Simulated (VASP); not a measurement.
# Sb (P6_3/mmc) in VASP: notebook, part 2 of 2

VASP 6.6.1. The steps go on from the part before.

## (5) Single point, revPBE

INCAR reads:

```
SYSTEM = Sb
PREC = Accurate ; ENCUT = 520
EDIFF = 1E-6 ; ISMEAR = -1
SIGMA = 0.05 ; LREAL = .False.
LASPH = .True. ; NELM = 100
ALGO = Normal ; ISIF = 2
LWAVE = .False. ; LCHARG = .False.
GGA = RE ; NBANDS = 12
```

KPOINTS reads:

```
Automatic mesh
0
Gamma
  9 9 5
  0 0 0
```

POSCAR reads:

```
Sb
1.0
    3.3545324186      0.0000000000      0.0000000000
   -1.6772662093      2.9051102923      0.0000000000
    0.0000000000      0.0000000000      5.4701606500
Sb
2
Direct
    0.6666666667      0.3333333333      0.7500000000
    0.3333333333      0.6666666667      0.2500000000
```

Potentials or basis: VASP PAW PBE potentials, release 64 (Sb).

Started as:

```sh
$ cat potpaw_PBE.64/Sb/POTCAR > POTCAR
$ mpirun -np 1 vasp_std > vasp.out
```

OUTCAR:

```text
SYSTEM = Sb
   PREC = Accurate
   ENCUT = 520
   EDIFF = 1E-6
   ISMEAR = -1
   LREAL = .False.
   LASPH = .True.
   NELM = 100
   ISIF = 2
   GGA = RE

 ion  position               nearest neighbor table
   1  0.667  0.333  0.750-   2 3.35   2 3.35   2 3.35   2 3.35   2 3.35   2 3.35
   2  0.333  0.667  0.250-   1 3.35   1 3.35   1 3.35   1 3.35   1 3.35   1 3.35

  LATTYP: Found a hexagonal cell.
 ALAT       =     3.3545324186
 C/A-ratio  =     1.6306775334

  Lattice vectors:

 A1 = (   3.3545324186,   0.0000000000,   0.0000000000)
 A2 = (  -1.6772662093,   2.9051102923,   0.0000000000)
 A3 = (   0.0000000000,   0.0000000000,   5.4701606500)

Analysis of symmetry for initial positions (statically):
=====================================================================
 Subroutine PRICEL returns:
 Original cell was already a primitive cell.

 Routine SETGRP: Setting up the symmetry group for a
 hexagonal supercell.

 Subroutine GETGRP returns: Found 24 space group operations
 (whereof 12 operations were pure point group operations)
 out of a pool of 24 trial point group operations.

The static configuration has the point symmetry D_3d.
 The point group associated with its full space group is D_6h.

Analysis of symmetry for dynamics (positions and initial velocities):
=====================================================================
 Subroutine PRICEL returns:
 Original cell was already a primitive cell.

 Routine SETGRP: Setting up the symmetry group for a
 hexagonal supercell.

 Subroutine GETGRP returns: Found 24 space group operations
 (whereof 12 operations were pure point group operations)
 out of a pool of 24 trial point group operations.

The dynamic configuration has the point symmetry D_3d.
 The point group associated with its full space group is D_6h.

 Subroutine INISYM returns: Found 24 space group operations
 (whereof 12 operations are pure point group operations),
 and found     1 'primitive' translations

----------------------------------------------------------------------------------------

                                     Primitive cell

  volume of cell :      53.3083

  direct lattice vectors                    reciprocal lattice vectors
     3.354532419  0.000000000  0.000000000     0.298104139  0.172110505  0.000000000
    -1.677266209  2.905110292  0.000000000     0.000000000  0.344221010  0.000000000
     0.000000000  0.000000000  5.470160650     0.000000000  0.000000000  0.182809987

  length of vectors
     3.354532419  3.354532419  5.470160650     0.344221010  0.344221010  0.182809987

  position of ions in fractional coordinates (direct lattice)
     0.666666667  0.333333333  0.750000000
     0.333333333  0.666666667  0.250000000

  ion indices of the primitive-cell ions
   primitive index   ion index
                 1           1
                 2           2

----------------------------------------------------------------------------------------

 KPOINTS: Automatic mesh

Automatic generation of k-mesh.
 Grid dimensions read from file:
 generate k-points for:    9    9    5

 Generating k-lattice:

  Cartesian coordinates                     Fractional coordinates (reciprocal lattice)
     0.033122682  0.019123389  0.000000000     0.111111111  0.000000000  0.000000000
     0.000000000  0.038246779  0.000000000     0.000000000  0.111111111  0.000000000
     0.000000000  0.000000000  0.036561997     0.000000000  0.000000000  0.200000000

  Length of vectors
     0.038246779  0.038246779  0.036561997

  Shift w.r.t. Gamma in fractional coordinates (k-lattice)
     0.000000000  0.000000000  0.000000000

 Subroutine IBZKPT returns following result:
 ===========================================

 Found     36 irreducible k-points:

 Following reciprocal coordinates:
            Coordinates               Weight
  0.000000  0.000000  0.000000      1.000000
  0.111111  0.000000  0.000000      6.000000
  0.222222  0.000000  0.000000      6.000000
  0.333333  0.000000  0.000000      6.000000
  0.444444  0.000000  0.000000      6.000000
  0.111111  0.111111  0.000000      6.000000
[... 16 lines left out ...]
  0.333333  0.222222  0.200000     24.000000
  0.333333  0.333333  0.200000      4.000000
 [... further k-points ...]
   k-points           NKPTS =     36   k-points in BZ     NKDIM =     36   number of bands    NBANDS=     12
   number of dos      NEDOS =    301   number of ions     NIONS =      2
   total plane-waves  NPLWV =  32928
   dimension x,y,z NGX =    28 NGY =   28 NGZ =   42
   dimension x,y,z NGXF=    56 NGYF=   56 NGZF=   84
   ions per type =               2
   NGX,Y,Z   is equivalent  to a cutoff of  13.88, 13.88, 12.76 a.u.
   NGXF,Y,Z  is equivalent  to a cutoff of  27.75, 27.75, 25.53 a.u.
 SYSTEM =  Sb
   PREC   = accura    normal or accurate (medium, high low for compatibility)
   ISTART =      0    job   : 0-new  1-cont  2-samecut
   ICHARG =      2    charge: 1-file 2-atom 10-const
   ISPIN  =      1    spin polarized calculation?
   LNONCOLLINEAR =      F non collinear calculations
   LSORBIT =      F    spin-orbit coupling
   LASPH  =      T    aspherical Exc in radial PAW
   ENCUT  =  520.0 eV  38.22 Ry    6.18 a.u.   6.24  6.24 10.17*2*pi/ulx,y,z
   NELM   =    100;   NELMIN=  2; NELMDL= -5     # of ELM steps
   EDIFF  = 0.1E-05   stopping-criterion for ELM
   LREAL  =      F    real-space projection
   EDIFFG = 0.1E-04   stopping-criterion for IOM
   NSW    =      0    number of steps for IOM
   IBRION =     -1    ionic relax: 0-MD 1-quasi-New 2-CG
   NFREE  =      0    steps in history (QN), initial steepest desc. (CG)
   ISIF   =      2    stress and relaxation
   ISYM   =      2    0-nonsym 1-usesym 2-fastsym
   POTIM  = 0.5000    time-step for ionic-motion
   TEBEG  =    0.0;   TEEND  =   0.0 temperature during run
   PSTRESS=    0.0 pullay stress
   NELECT =      10.0000    total number of electrons
   NUPDOWN=      -1.0000    fix difference up-down
   EMIN   =  10.00;   EMAX   =-10.00  energy-range for DOS
   EFERMI =   0.00;   METHOD = LEGACY
   ISMEAR =    -1;   SIGMA  =   0.05  broadening in eV -4-tet -1-fermi 0-gaus
   EFERMI_NEDOS =   21; number of points for ismear=-14 and -15
   IALGO  =     38    algorithm
   IMIX   =      4    mixing-type and parameters
     AMIX     =   0.40;   BMIX     =  1.00
     AMIX_MAG =   1.60;   BMIX_MAG =  1.00
  volume/ion in A,a.u.               =      26.65       179.87
  Fermi-wavevector in a.u.,A,eV,Ry     =   0.937152  1.770960 11.949364  0.878253
  Thomas-Fermi vector in A             =   2.064234
   LORBIT       =      0    0 simple, 1 ext, 2 COOP (PROOUT), +10 PAW based schemes
   GGA     = RE    functional components
   LHFCALC =     F    Hartree Fock is set to
   AEXX    =    0.0000 exact exchange contribution
   IVDW    =     0    specifies the selected vdW correction
   LEPSILON=     F    determine dielectric tensor
   LRPA    =     F    only Hartree local field effects (RPA)
 non-spin polarized calculation
  energy-cutoff  :      520.00
  volume of cell :       53.31
 maximum number of plane-waves:      1448
 NGX is ok and might be reduce to    28
   NGX = 13   NGY = 13   NGZ = 21

 number of electron      10.0000000 magnetization

 Free energy of the ion-electron system (eV)
  ---------------------------------------------------
  ext. energy  EPLUGINS =         0.00000000
  ---------------------------------------------------
  free energy    TOTEN  =        -7.06369790 eV

  energy without entropy =       -7.05174221  energy(sigma->0) =       -7.05772006

 E-fermi :   8.6376     XC(G=0): -10.2503

 val. band max:        8.6073432300   @ k =   0.2222   0.0000   0.4000
 cond. band min:       8.6561993728   @ k =   0.2222   0.0000   0.4000
 fundamental gap:      0.0488561429
 Fermi energy:         8.6376021753

 k-point     1 :       0.0000    0.0000    0.0000
  band No.  band energies     occupation
      1      -4.2684      2.00000
      2      -0.4303      2.00000
      3       2.8416      2.00000
      4      12.3505      0.00000
      5      12.3505      0.00000
      6      14.0020      0.00000
      7      14.0020      0.00000
      8      14.2522      0.00000
      9      16.4317      0.00000
     10      17.6487      0.00000
     11      18.6720      0.00000
     12      18.6720      0.00000
[... 331 lines left out ...]
 k-point    24 :       0.3333    0.3333    0.2000
  band No.  band energies     occupation
      1       0.6794      2.00000
      2       0.6794      2.00000
      3       4.4290      2.00000
      4       5.4678      2.00000
      5       5.4678      2.00000
      6       7.0543      2.00000
      7       9.4268      0.00000
      8       9.4268      0.00000
      9      13.2214      0.00000
     10      19.1183      0.00000
     11      19.1183      0.00000
     12      20.9270      0.00000

 [... further k-points ...]
[... 5 lines left out ...]
  --------------------------------------------------------------------------------------
  -------------------------------------------------------------------------------------
  Total        0.7710252      0.7710252      0.6889393     -0.0000000      0.0000000     -0.0000000
  in kB       23.1731181     23.1731181     20.7060312     -0.0000000      0.0000000     -0.0000000
  external PRESSURE =      22.3507558 kB  Pullay stress =       0.0000000 kB

 VOLUME and BASIS-vectors are now :
 -----------------------------------------------------------------------------
  energy-cutoff  :      520.00
  volume of cell :       53.31
      direct lattice vectors                 reciprocal lattice vectors
     3.354532419  0.000000000  0.000000000     0.298104139  0.172110505  0.000000000
    -1.677266209  2.905110292  0.000000000     0.000000000  0.344221010  0.000000000
     0.000000000  0.000000000  5.470160650     0.000000000  0.000000000  0.182809987

 POSITION                                       TOTAL-FORCE (eV/Angst)
 -----------------------------------------------------------------------------------
      1.67727      0.96837      4.10262         0.000000      0.000000      0.000000
     -0.00000      1.93674      1.36754        -0.000000      0.000000      0.000000
 -----------------------------------------------------------------------------------
    total drift:                                0.000000     -0.000000      0.000000

  FREE ENERGIE OF THE ION-ELECTRON SYSTEM (eV)
  ---------------------------------------------------
  free  energy   TOTEN  =        -7.0636979019 eV

  energy  without entropy=       -7.0517422110  energy(sigma->0) =       -7.05772006
```

OSZICAR:

```text
N       E                     dE             d eps       ncg     rms          rms(c)
DAV:   1     0.342393553449E+02    0.34239E+02   -0.35209E+03   864   0.659E+02
DAV:   2    -0.515795704757E+01   -0.39397E+02   -0.38165E+02  1152   0.108E+02
DAV:   3    -0.705750843674E+01   -0.18996E+01   -0.18833E+01  1112   0.262E+01
DAV:   4    -0.707270037120E+01   -0.15192E-01   -0.15191E-01  1000   0.280E+00
DAV:   5    -0.707285304097E+01   -0.15267E-03   -0.15267E-03  1024   0.314E-01    0.254E+00
DAV:   6    -0.706678846585E+01    0.60646E-02   -0.40337E-03   980   0.346E-01    0.144E+00
DAV:   7    -0.706364367362E+01    0.31448E-02   -0.81132E-03   928   0.492E-01    0.572E-02
DAV:   8    -0.706369700343E+01   -0.53330E-04   -0.16741E-04  1044   0.921E-02    0.146E-02
DAV:   9    -0.706369844156E+01   -0.14381E-05   -0.46965E-06   968   0.158E-02    0.308E-03
DAV:  10    -0.706369790187E+01    0.53969E-06   -0.24492E-07   600   0.341E-03
   1 F= -.70636979E+01 E0= -.70577201E+01  d E =-.119557E-01
```

It took 8.9 s on 1 thread of Intel Xeon 6975P-C (Granite Rapids), shared host; peak memory 0.17 GiB.

What came out:

```yaml
Free_energy: -7.0637 eV
Pressure: 2.2 GPa
Band_gap_on_the_k_mesh: zero (band 5 reaches 12.91 eV, above the bottom of band 6 at 5.96 eV)
```

Caveat: the PAW data sets were made with another functional, which shifts forces and pressure a little; spin-orbit coupling is left out, which moves the levels of the heavy elements.

## (6) Single point, RPBE

This run uses another cell than the first one, of 27.96 Å³/atom, 1.049 times its volume.

INCAR reads:

```
ALGO = Normal
EDIFF = 1E-6
ENCUT = 520
GGA = RP
ISIF = 2
ISMEAR = -1
LASPH = True
LCHARG = False
LREAL = False
LWAVE = False
NBANDS = 12
NELM = 60
PREC = Accurate
SIGMA = 0.05
```

KPOINTS reads:

```
k-points
0
Gamma
  9 9 5
```

POSCAR reads:

```
Sb
1.0
    3.4685063890      0.0000000000      0.0000000000
   -1.7342531945      3.0038146461      0.0000000000
    0.0000000000      0.0000000000      5.3681094004
Sb
2
Direct
    0.6666666667      0.3333333333      0.7500000000
    0.3333333333      0.6666666667      0.2500000000
```

Potentials or basis: VASP PAW PBE potentials, release 64 (Sb).

Started as:

```sh
$ cat potpaw_PBE.64/Sb/POTCAR > POTCAR
$ mpirun -np 1 vasp_std > vasp.out
```

Run time: 8 s. Hardware: 1 thread of Intel Xeon 6975P-C (Granite Rapids), shared host; peak memory 0.17 GiB.

Results (log left out):

- Free energy: -6.9659 eV
- Pressure: -0.2 GPa
- Band gap on the k mesh: zero (band 5 reaches 11.58 eV, above the bottom of band 6 at 5.64 eV)

Levels at points of the mesh, in eV from the Fermi level:
```tsv
k point	band 2	band 3	band 4	band 5	band 6	band 7	band 8	band 9
(0.00, 0.00, 0.00)	-8.59	-5.50	2.84	2.84	4.59	4.59	5.80	6.82
```

Caveat: the PAW data sets were made with another functional, which shifts forces and pressure a little; spin-orbit coupling is left out, which moves the levels of the heavy elements.

## (7) The runs side by side

| level | cell | smearing | gap on the mesh (eV) | pressure (GPa) |
| --- | --- | --- | --- | --- |
| PBE | a = 3.355, b = 3.355, c = 5.470 Å, angles 90.0, 90.0, 120.0°, 2 atoms | gaussian 0.1 eV | none | 1.3 |
| PBE | a = 3.355, b = 3.355, c = 5.470 Å, angles 90.0, 90.0, 120.0°, 2 atoms | gaussian 0.05 eV | none | 1.3 |
| RPBE | a = 3.355, b = 3.355, c = 5.470 Å, angles 90.0, 90.0, 120.0°, 2 atoms | fermi-dirac 0.05 eV | none | 2.6 |
| revPBE | a = 3.355, b = 3.355, c = 5.470 Å, angles 90.0, 90.0, 120.0°, 2 atoms | fermi-dirac 0.05 eV | none | 2.2 |
| RPBE | a = 3.469, b = 3.469, c = 5.368 Å, angles 90.0, 90.0, 120.0°, 2 atoms | fermi-dirac 0.05 eV | none | -0.2 |

Alike in all rows: task single point; potentials or basis VASP PAW PBE potentials, release 64 (Sb); no spin polarisation; k mesh 9 × 9 × 5; cutoff (eV) 520.

Every run on the cell as given and a fine mesh finds a metal. The pressure there spans 1.3 GPa (PBE) to 2.6 GPa (RPBE); a positive pressure means that this level wants a larger cell, a negative one a smaller.

Caveats: spin-orbit coupling is left out, which moves the levels of the heavy elements; the PAW data sets were made with another functional, which shifts forces and pressure a little (some runs).

Absolute energies hang on the potentials; compare differences alone.
